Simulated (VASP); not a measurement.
Wanted: the native input for a VASP 6.6.1 run.

| Quantity | Value |
| --- | --- |
| Task | single point |
| Functional | PBE |
| Potentials or basis | VASP PAW PBE potentials, release 64 (N, Ga_d, C) |
| Cutoff | 520 eV |
| k mesh | 9 × 9 × 1 |
| Occupations | gaussian, width 0.05 eV |
| Spin | collinear spin |
| Starting moments | [0.0, 0.0, 0.0, 0.0, 2.0] μB |
| Dipole correction | yes |
| Further INCAR settings | ALGO = Normal; EDIFF = 1e-07; NBANDS = 32 |

The structure of Ga2CN2 lies in POSCAR:

```
Ga2CN2
1.0
    3.2165072889      0.0000000000      0.0000000000
   -1.6082536444      2.7855770236      0.0000000000
    0.0000000000      0.0000000000     19.1000974262
N Ga C
2 2 1
Direct
    0.0000000000      0.0000000000      0.2094230155
    0.3333333333      0.6666666667      0.3979088303
    0.3333333333      0.6666666667      0.2437980654
    0.6666666667      0.3333333333      0.3952208477
    0.6666666667      1.3333333333      0.5199557760
```

These files were run (other wordings do the same):

INCAR

```
SYSTEM = Ga2CN2
ALGO = Normal ; DIPOL = 0.5 0.5 0.353
EDIFF = 1E-7 ; ENCUT = 520
GGA = PE ; IDIPOL = 3
ISIF = 2 ; ISMEAR = 0
ISPIN = 2 ; LASPH = .TRUE.
LCHARG = .TRUE. ; LDIPOL = .TRUE.
LELF = .TRUE. ; LORBIT = 11
LREAL = .FALSE. ; LVACPOTAV = .TRUE.
LVHAR = .TRUE. ; LWAVE = .FALSE.
MAGMOM = 0 0 0 0 2 ; NBANDS = 32
NELM = 150 ; PREC = Accurate
SIGMA = 0.05
```

KPOINTS

```
k-points
0
G
  9 9 1
  0 0 0
```

Potentials or basis: VASP PAW PBE potentials, release 64 (N, Ga_d, C).

The run is started by

```console
$ cat potpaw_PBE.64/N/POTCAR potpaw_PBE.64/Ga_d/POTCAR potpaw_PBE.64/C/POTCAR > POTCAR
$ mpirun -np 1 vasp_std > vasp.out
```

It gave:

```yaml
Largest_force: 2.594 eV/Å
Net_moment: 2.12 μB per cell
Site_moments: N +0.05, +0.13; Ga +0.00, +0.04; C +0.91 μB
Valence_electrons_inside_the_program's_atomic_spheres: N 3.59, 3.72; Ga 11.67, 11.90; C 2.01
```

Wall time 10 min on 1 thread of AMD EPYC 7R13, with other jobs on the host, peak memory 0.35 GiB.
